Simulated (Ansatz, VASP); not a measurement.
## TaSi2 in VASP and in Ansatz

```
Ta Si
1.0
     4.76086    0.00000    0.00000
    -2.38043    4.12303    0.00000
     0.00000    0.00000    6.55578
Ta Si
3 6
Cartesian
  2.3804 0.0750 3.2779
  1.2552 2.0240 5.4632
  -1.2552 2.0240 1.0926
  0.0000 1.3701 3.2779
  3.6727 0.6283 5.4632
  1.1939 3.4380 1.0926
  2.3804 2.8665 3.2779
  -1.1939 3.4380 5.4632
  1.0882 0.6283 1.0926
```

Change from the starting cell: mode 4 (107.0 1/cm) frozen in, largest displacement +0.075 Å.

Alike in both runs: task single point; functional PBEsol; k mesh 12 × 12 × 6; occupations gaussian, width 0.15 eV; no spin polarisation.

```csv
,VASP,Ansatz
version,VASP 6.6.1,Ansatz 0.2.0
potentials or method,"VASP PAW PBE potentials, release 64 (Ta_pv, Si), cutoff 520 eV","scalar-relativistic, plane waves, PAW"
valence electrons in the cell,57,63
```

Ansatz gave:

```
gap on the k mesh at the Fermi level (eV)                     : none
pressure (GPa)                                                : 0.1
traceless stress, the component that is largest in VASP (GPa) : 0.03
rms of the force components (eV/Å)                            : 0.194
```

**Question.** Which values does VASP return?

**Answer.** gap on the k mesh at the Fermi level (eV): none; pressure (GPa): 0.4; traceless stress, the component that is largest in VASP (GPa): 0.09; rms of the force components (eV/Å): 0.194.

VASP's potentials were made for PBE, not for PBEsol. Atom by atom the forces differ by 0.001 eV/Å (rms over components). A gap of «none» marks a metal or a gap that the smearing closes. With one functional, cell and mesh, what is left measures potentials, basis and numerics. VASP's potentials hold 57 valence electrons a cell and Ansatz's 63, so a difference there can come from the potentials and not from the codes.

Spin-orbit coupling is off throughout.
